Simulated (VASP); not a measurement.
A run of VASP 6.6.1:

The input INCAR:

```
SYSTEM = Hf16Si16HO64
ALGO = Normal
EDIFF = 1E-6
ENCUT = 520
GGA = PE
GGA_COMPAT = .False.
ISIF = 2
ISMEAR = -1
LASPH = .True.
LCHARG = .False.
LREAL = Auto
LWAVE = .False.
NBANDS = 358
NELECT = 610.0
NELM = 120
PREC = Accurate
SIGMA = 0.01
```

The input KPOINTS:

```
k-points
0
Gamma
  1 1 1
  0 0 0
```

Contents of POSCAR:

```
Hf16Si16HO64
1.0
   -6.6465279200      6.6465279200      6.0147349600
    6.6465279200     -6.6465279200      6.0147349600
    6.6465279200      6.6465279200     -6.0147349600
Hf Si O H
16 16 64 1
Direct
    0.0000690564     -0.0007436278      0.0015696092
    0.3757530407      0.1276412607      0.2517118494
    0.0006335402      0.0004558262      0.4977815698
    0.3727426546      0.1213444866      0.7491272583
   -0.0006515549      0.5004387388     -0.0023450726
    0.3740458249      0.6224789439      0.2502703034
   -0.0024195945      0.5001081581      0.5010719222
    0.3732808035      0.6256468545      0.7484889674
    0.4975558543     -0.0006014170      0.0009058572
    0.8758588669      0.1274965956      0.2510810279
    0.4987485356     -0.0032614746      0.4981471599
    0.8735896244      0.1219593953      0.7482206582
    0.4997628842      0.4987378885     -0.0023614985
    0.8746126238      0.6235403942      0.2471858117
    0.5161336746      0.5089451203      0.5155591676
    0.8572775594      0.6236800878      0.7419822904
    0.1279693572      0.3765563144      0.2523120726
    0.2483117894      0.2488862874     -0.0017458768
    0.1250453829      0.3740134320      0.7497682628
    0.2526116643      0.2515176553      0.5011940491
    0.1262429867      0.8754153452      0.2492906253
    0.2454463893      0.7485164965     -0.0021614794
    0.1208117107      0.8727095246      0.7481410673
    0.2471569532      0.7471913463      0.4984315175
    0.6235405019      0.3747125670      0.2497155388
    0.7491900251      0.2486572713     -0.0007796689
    0.6232922150      0.3638083901      0.7457442145
    0.7498600901      0.2503294887      0.5004086908
    0.6242361250      0.8741918689      0.2487456924
    0.7525615446      0.7519130727      0.0034898051
    0.6207910241      0.8750665110      0.7486164050
    0.7501367099      0.7464869443      0.4896972722
    0.0694128902      0.1639370258      0.4117277228
    0.0349151713      0.3771665085      0.3425357313
    0.0357350612      0.1931106871      0.1591052771
    0.2495607789      0.1561937266      0.0879353306
    0.3367686029      0.2466042136      0.4046868938
    0.3100874963      0.4678830930      0.3444304058
    0.1231570299      0.4647522452      0.1575628028
    0.3398020595      0.4314482043      0.0908071704
    0.0654591221      0.1591861347      0.9075382897
    0.0335535561      0.3750754503      0.8408425909
    0.0351251714      0.1911511679      0.6586189517
    0.2522531671      0.1574959764      0.5905216074
    0.3382023671      0.2476347207      0.9052841931
    0.3078821100      0.4661969478      0.8429226202
    0.1237339841      0.4624291885      0.6557988142
    0.3490520243      0.4342335267      0.5992378299
    0.0652210345      0.6586478599      0.4055841209
    0.0357818642      0.8786170908      0.3403498017
    0.0346626156      0.6924683291      0.1579469594
    0.2502828234      0.6586097868      0.0908742363
    0.3387120807      0.7474126137      0.4070315599
    0.3081826868      0.9644750514      0.3426511507
    0.1277797988      0.9697846864      0.1609595498
    0.3385528162      0.9318024299      0.0915012423
    0.0633390923      0.6584644367      0.9070471762
    0.0243017442      0.8743502959      0.8343450231
    0.0367242271      0.6920266448      0.6591908625
    0.2456220533      0.6573824068      0.5913150027
    0.3377125874      0.7475441327      0.9066576299
    0.3040149143      0.9665330066      0.8437703023
    0.1211023629      0.9622661578      0.6543692019
    0.3376880586      0.9287306739      0.5921148741
    0.5668241447      0.1568062133      0.4075590296
    0.5291411261      0.3731216182      0.3377520138
    0.5348743409      0.1919149511      0.1585500258
    0.7520008735      0.1599382467      0.0927083755
    0.8384953660      0.2478180308      0.4062562951
    0.8065797231      0.4648114327      0.3391302641
    0.6209238880      0.4628598896      0.1552568756
    0.8394047845      0.4313311655      0.0897399705
    0.5660123494      0.1592476957      0.9101191765
    0.5318653025      0.3740361491      0.8362270663
    0.5356874997      0.1814764341      0.6644223913
    0.7524392180      0.1584266270      0.5911311950
    0.8389931084      0.2456090936      0.9064818819
    0.8050072344      0.4646508086      0.8434061754
    0.6135174032      0.4211519874      0.6276774133
    0.8441599404      0.4327182247      0.5932409812
    0.5684008641      0.6626109248      0.4090231122
    0.5340212462      0.8745333178      0.3412013297
    0.5344236497      0.6916513744      0.1559410194
    0.7479879551      0.6580014911      0.0925199282
    0.8376355897      0.7529474910      0.3948766533
    0.8074168087      0.9683193164      0.3425428181
    0.6214533919      0.9648428083      0.1571786222
    0.8391914037      0.9343817435      0.0941570174
    0.5704812291      0.6606071034      0.9042176249
    0.5341998143      0.8791469432      0.8444749459
    0.5122851678      0.6946443903      0.6438559790
    0.7599440559      0.6377862673      0.5562391513
    0.8610927233      0.7555363298      0.9316281450
    0.8028854769      0.9580231401      0.8395072262
    0.6253451806      0.9686015771      0.6591898122
    0.8415252454      0.9283999247      0.5914864427
    0.6871404531      0.6503445371      0.7122431013
```

Potentials or basis: VASP PAW PBE potentials, release 64 (Hf_pv, Si, O, H).

Run with:

```console
$ cat potpaw_PBE.64/Hf_pv/POTCAR potpaw_PBE.64/Si/POTCAR potpaw_PBE.64/O/POTCAR potpaw_PBE.64/H/POTCAR > POTCAR
$ mpirun -np 1 vasp_gam > vasp.out
```

Hardware: 1 thread of Intel(R) Xeon(R) 6975P-C (Granite Rapids), on a shared host.

Q: Estimate the wall time of this run.

A: It took 8.6 min on 1 thread of Intel(R) Xeon(R) 6975P-C (Granite Rapids), with other jobs on the host, peak memory 1.3 GiB. Counts: scf iterations 17, k points 1.
